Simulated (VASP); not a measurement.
# La (Pm-3m) in VASP: a series of runs

La is run at these levels: LDA; tasks: single point.

Program: VASP 6.6.1. These are calculated values, not measurements. Logs are shortened: lines on timing, memory, paths and dates and some standing lists are left out, and cuts for length are marked.

## Step 1: The cell of the first run

Symmetry: Pm-3m, No. 221, cubic system. The conventional cell has a = 2.711 Å, b = 2.711 Å, c = 2.711 Å, α = 90.00°, β = 90.00°, γ = 90.00°. La (site symmetry m-3m) has 6 La at 2.71 Å within 3.6 Å.

## Step 2: Single point, LDA

Input file INCAR:

```
SYSTEM = La
PREC = Accurate
ENCUT = 520
EDIFF = 1E-6
ISMEAR = 0
SIGMA = 0.05
LREAL = .False.
LASPH = .True.
NELM = 100
ALGO = Normal
ISIF = 2
LWAVE = .False.
LCHARG = .False.
GGA = CA
NBANDS = 12
```

Input file KPOINTS:

```
Automatic mesh
0
Gamma
  13 13 13
  0 0 0
```

Input file POSCAR:

```
La
1.0
    2.7106938111      0.0000000000      0.0000000000
    0.0000000000      2.7106938111      0.0000000000
    0.0000000000      0.0000000000      2.7106938111
La
1
Direct
    0.0000000000      0.0000000000      0.0000000000
```

Potentials or basis: VASP PAW LDA potentials, release 64 (La).

Command:

```sh
$ cat potpaw_LDA.64/La/POTCAR > POTCAR
$ mpirun -np 1 vasp_std > vasp.out
```

OUTCAR:

```text
SYSTEM = La
   PREC = Accurate
   ENCUT = 520
   EDIFF = 1E-6
   ISMEAR = 0
   LREAL = .False.
   LASPH = .True.
   NELM = 100
   ISIF = 2
   GGA = CA

 ion  position               nearest neighbor table
   1  0.000  0.000  0.000-

  LATTYP: Found a simple cubic cell.
 ALAT       =     2.7106938111

  Lattice vectors:

 A1 = (   2.7106938111,   0.0000000000,   0.0000000000)
 A2 = (   0.0000000000,   2.7106938111,   0.0000000000)
 A3 = (   0.0000000000,   0.0000000000,   2.7106938111)

Analysis of symmetry for initial positions (statically):
=====================================================================
 Subroutine PRICEL returns:
 Original cell was already a primitive cell.

 Routine SETGRP: Setting up the symmetry group for a
 simple cubic supercell.

 Subroutine GETGRP returns: Found 48 space group operations
 (whereof 48 operations were pure point group operations)
 out of a pool of 48 trial point group operations.

The static configuration has the point symmetry O_h .

Analysis of symmetry for dynamics (positions and initial velocities):
=====================================================================
 Subroutine PRICEL returns:
 Original cell was already a primitive cell.

 Routine SETGRP: Setting up the symmetry group for a
 simple cubic supercell.

 Subroutine GETGRP returns: Found 48 space group operations
 (whereof 48 operations were pure point group operations)
 out of a pool of 48 trial point group operations.

The dynamic configuration has the point symmetry O_h .

 Subroutine INISYM returns: Found 48 space group operations
 (whereof 48 operations are pure point group operations),
 and found     1 'primitive' translations

----------------------------------------------------------------------------------------

                                     Primitive cell

  volume of cell :      19.9178

  direct lattice vectors                    reciprocal lattice vectors
     2.710693811  0.000000000  0.000000000     0.368909242  0.000000000  0.000000000
     0.000000000  2.710693811  0.000000000     0.000000000  0.368909242  0.000000000
     0.000000000  0.000000000  2.710693811     0.000000000  0.000000000  0.368909242

  length of vectors
     2.710693811  2.710693811  2.710693811     0.368909242  0.368909242  0.368909242

  position of ions in fractional coordinates (direct lattice)
     0.000000000  0.000000000  0.000000000

  ion indices of the primitive-cell ions
   primitive index   ion index
                 1           1

----------------------------------------------------------------------------------------

 KPOINTS: Automatic mesh

Automatic generation of k-mesh.
 Grid dimensions read from file:
 generate k-points for:   13   13   13

 Generating k-lattice:

  Cartesian coordinates                     Fractional coordinates (reciprocal lattice)
     0.028377634  0.000000000  0.000000000     0.076923077  0.000000000  0.000000000
     0.000000000  0.028377634  0.000000000     0.000000000  0.076923077  0.000000000
     0.000000000  0.000000000  0.028377634     0.000000000  0.000000000  0.076923077

  Length of vectors
     0.028377634  0.028377634  0.028377634

  Shift w.r.t. Gamma in fractional coordinates (k-lattice)
     0.000000000  0.000000000  0.000000000

 Subroutine IBZKPT returns following result:
 ===========================================

 Found     84 irreducible k-points:

 Following reciprocal coordinates:
            Coordinates               Weight
  0.000000  0.000000  0.000000      1.000000
  0.076923  0.000000  0.000000      6.000000
  0.153846  0.000000  0.000000      6.000000
  0.230769  0.000000  0.000000      6.000000
  0.307692  0.000000  0.000000      6.000000
  0.384615  0.000000  0.000000      6.000000
[... 16 lines left out ...]
  0.307692  0.307692  0.000000     12.000000
  0.384615  0.307692  0.000000     24.000000
 [... further k-points ...]
   k-points           NKPTS =     84   k-points in BZ     NKDIM =     84   number of bands    NBANDS=     12
   number of dos      NEDOS =    301   number of ions     NIONS =      1
   total plane-waves  NPLWV =   8000
   dimension x,y,z NGX =    20 NGY =   20 NGZ =   20
   dimension x,y,z NGXF=    40 NGYF=   40 NGZF=   40
   ions per type =               1
   NGX,Y,Z   is equivalent  to a cutoff of  12.27, 12.27, 12.27 a.u.
   NGXF,Y,Z  is equivalent  to a cutoff of  24.53, 24.53, 24.53 a.u.
 SYSTEM =  La
   PREC   = accura    normal or accurate (medium, high low for compatibility)
   ISTART =      0    job   : 0-new  1-cont  2-samecut
   ICHARG =      2    charge: 1-file 2-atom 10-const
   ISPIN  =      1    spin polarized calculation?
   LNONCOLLINEAR =      F non collinear calculations
   LSORBIT =      F    spin-orbit coupling
   LASPH  =      T    aspherical Exc in radial PAW
   ENCUT  =  520.0 eV  38.22 Ry    6.18 a.u.   5.04  5.04  5.04*2*pi/ulx,y,z
   NELM   =    100;   NELMIN=  2; NELMDL= -5     # of ELM steps
   EDIFF  = 0.1E-05   stopping-criterion for ELM
   LREAL  =      F    real-space projection
   EDIFFG = 0.1E-04   stopping-criterion for IOM
   NSW    =      0    number of steps for IOM
   IBRION =     -1    ionic relax: 0-MD 1-quasi-New 2-CG
   NFREE  =      0    steps in history (QN), initial steepest desc. (CG)
   ISIF   =      2    stress and relaxation
   ISYM   =      2    0-nonsym 1-usesym 2-fastsym
   POTIM  = 0.5000    time-step for ionic-motion
   TEBEG  =    0.0;   TEEND  =   0.0 temperature during run
   PSTRESS=    0.0 pullay stress
   NELECT =      11.0000    total number of electrons
   NUPDOWN=      -1.0000    fix difference up-down
   EMIN   =  10.00;   EMAX   =-10.00  energy-range for DOS
   EFERMI =   0.00;   METHOD = LEGACY
   ISMEAR =     0;   SIGMA  =   0.05  broadening in eV -4-tet -1-fermi 0-gaus
   EFERMI_NEDOS =   21; number of points for ismear=-14 and -15
   IALGO  =     38    algorithm
   IMIX   =      4    mixing-type and parameters
     AMIX     =   0.40;   BMIX     =  1.00
     AMIX_MAG =   1.60;   BMIX_MAG =  1.00
  volume/ion in A,a.u.               =      19.92       134.41
  Fermi-wavevector in a.u.,A,eV,Ry     =   1.343152  2.538190 24.545701  1.804058
  Thomas-Fermi vector in A             =   2.471249
   LORBIT       =      0    0 simple, 1 ext, 2 COOP (PROOUT), +10 PAW based schemes
   GGA     = CA    functional components
   LHFCALC =     F    Hartree Fock is set to
   AEXX    =    0.0000 exact exchange contribution
   IVDW    =     0    specifies the selected vdW correction
   LEPSILON=     F    determine dielectric tensor
   LRPA    =     F    only Hartree local field effects (RPA)
 non-spin polarized calculation
 Gauss-broadening in eV      SIGMA  =   0.05
  energy-cutoff  :      520.00
  volume of cell :       19.92
 maximum number of plane-waves:       549
   NGX = 11   NGY = 11   NGZ = 11

 number of electron      11.0000001 magnetization

 Free energy of the ion-electron system (eV)
  ---------------------------------------------------
  ext. energy  EPLUGINS =         0.00000000
  ---------------------------------------------------
  free energy    TOTEN  =        -4.15547455 eV

  energy without entropy =       -4.15414351  energy(sigma->0) =       -4.15480903

 E-fermi :  15.4478     XC(G=0): -12.4788

 val. band max:       15.4179124392   @ k =   0.3077   0.3077   0.0000
 cond. band min:      15.4528648908   @ k =   0.4615   0.1538   0.0000
 fundamental gap:      0.0349524516
 Fermi energy:        15.4478387606

 k-point     1 :       0.0000    0.0000    0.0000
  band No.  band energies     occupation
      1     -18.7067      2.00000
      2       2.0407      2.00000
      3       2.0407      2.00000
      4       2.0407      2.00000
      5      12.9228      2.00000
      6      12.9228      2.00000
      7      14.3991      2.00000
      8      18.3473      0.00000
      9      18.3473      0.00000
     10      18.3473      0.00000
     11      19.3914      0.00000
     12      19.3914      0.00000

 k-point     2 :       0.0769    0.0000    0.0000
  band No.  band energies     occupation
      1     -18.6383      2.00000
      2       1.4277      2.00000
      3       2.0934      2.00000
      4       2.0934      2.00000
      5      12.9882      2.00000
      6      13.3806      2.00000
      7      14.8099      2.00000
      8      18.2878      0.00000
      9      18.3667      0.00000
     10      18.3667      0.00000
     11      19.3504      0.00000
     12      19.3949      0.00000

 k-point     3 :       0.1538    0.0000    0.0000
  band No.  band energies     occupation
      1     -18.4412      2.00000
      2      -0.0026      2.00000
      3       2.2424      2.00000
      4       2.2424      2.00000
      5      13.1799      2.00000
      6      13.9629      2.00000
      7      16.3644      0.00000
      8      18.1108      0.00000
      9      18.4243      0.00000
     10      18.4243      0.00000
     11      19.2283      0.00000
     12      19.4060      0.00000

 k-point     4 :       0.2308    0.0000    0.0000
  band No.  band energies     occupation
      1     -18.1424      2.00000
      2      -1.6491      2.00000
      3       2.4610      2.00000
      4       2.4610      2.00000
      5      13.4837      2.00000
      6      14.4338      2.00000
      7      17.8241      0.00000
      8      18.2085      0.00000
      9      18.5180      0.00000
     10      18.5180      0.00000
     11      19.4212      0.00000
     12      19.4273      0.00000

 k-point     5 :       0.3077    0.0000    0.0000
  band No.  band energies     occupation
      1     -17.7927      2.00000
      2      -3.1513      2.00000
      3       2.7054      2.00000
      4       2.7054      2.00000
      5      13.8701      2.00000
      6      14.9607      2.00000
      7      17.4506      0.00000
      8      18.2872      0.00000
      9      18.6453      0.00000
     10      18.6453      0.00000
     11      19.4653      0.00000
     12      19.4774      0.00000
[... 228 lines left out ...]
      1     -16.9043      2.00000
      2      -3.7785      2.00000
      3      -0.5940      2.00000
      4       3.3241      2.00000
      5      13.4525      2.00000
      6      15.4689      0.55122
      7      17.1444      0.00000
      8      18.6400      0.00000
      9      18.7098      0.00000
     10      18.9216      0.00000
     11      19.0642      0.00000
     12      19.5825      0.00000

 k-point    22 :       0.4615    0.2308    0.0000
  band No.  band energies     occupation
      1     -16.7058      2.00000
      2      -4.3954      2.00000
      3      -0.4352      2.00000
      4       3.4467      2.00000
      5      12.9851      2.00000
      6      15.8769      0.00000
      7      16.8049      0.00000
      8      18.6567      0.00000
      9      18.8640      0.00000
     10      19.0232      0.00000
     11      19.1634      0.00000
     12      19.3501      0.00000

 k-point    23 :       0.3077    0.3077    0.0000
  band No.  band energies     occupation
      1     -16.8762      2.00000
      2      -2.3709      2.00000
      3      -2.3077      2.00000
      4       3.3519      2.00000
      5      13.0690      2.00000
      6      15.4179      1.60270
      7      17.4187      0.00000
      8      18.5481      0.00000
      9      18.6609      0.00000
     10      18.9031      0.00000
     11      19.0682      0.00000
     12      19.6995      0.00000

 k-point    24 :       0.3846    0.3077    0.0000
  band No.  band energies     occupation
      1     -16.5529      2.00000
      2      -3.4690      2.00000
      3      -2.0648      2.00000
      4       3.5582      2.00000
      5      12.1113      2.00000
      6      15.8488      0.00000
      7      17.2227      0.00000
      8      18.4908      0.00000
      9      18.7936      0.00000
     10      18.9203      0.00000
     11      19.2630      0.00000
     12      19.5700      0.00000

 [... further k-points ...]

------------------------ aborting loop because EDIFF is reached ----------------------------------------

  FORCE on cell =-STRESS in cart. coord.  units (eV):
  Direction    XX          YY          ZZ          XY          YZ          ZX
  --------------------------------------------------------------------------------------
  -------------------------------------------------------------------------------------
  Total        5.5765917      5.5765917      5.5765917     -0.0000000      0.0000000     -0.0000000
  in kB      448.5780668    448.5780668    448.5780668     -0.0000000      0.0000000     -0.0000000
  external PRESSURE =     448.5780668 kB  Pullay stress =       0.0000000 kB

 VOLUME and BASIS-vectors are now :
 -----------------------------------------------------------------------------
  energy-cutoff  :      520.00
  volume of cell :       19.92
      direct lattice vectors                 reciprocal lattice vectors
     2.710693811  0.000000000  0.000000000     0.368909242  0.000000000  0.000000000
     0.000000000  2.710693811  0.000000000     0.000000000  0.368909242  0.000000000
     0.000000000  0.000000000  2.710693811     0.000000000  0.000000000  0.368909242

 POSITION                                       TOTAL-FORCE (eV/Angst)
 -----------------------------------------------------------------------------------
      0.00000      0.00000      0.00000         0.000000      0.000000      0.000000
 -----------------------------------------------------------------------------------
    total drift:                               -0.000000      0.000000      0.000000

  FREE ENERGIE OF THE ION-ELECTRON SYSTEM (eV)
  ---------------------------------------------------
  free  energy   TOTEN  =        -4.1554745536 eV

  energy  without entropy=       -4.1541435134  energy(sigma->0) =       -4.15480903
```

Wall time 6.1 s (1 thread of Intel Xeon 6975P-C (Granite Rapids), shared host); peak memory 0.14 GiB.

Results:

```
Free energy : -4.1555 eV
Pressure    : 44.9 GPa
```

Levels at points of the mesh, in eV from the Fermi level:
```
           k point  band 3  band 4  band 5  band 6  band 7  band 8
(0.00, 0.00, 0.00)  -13.41  -13.41   -2.53   -2.53   -1.05    2.90
```

Caveat: spin-orbit coupling is left out, which moves the levels of the heavy elements.

[end of part 1 of 2]
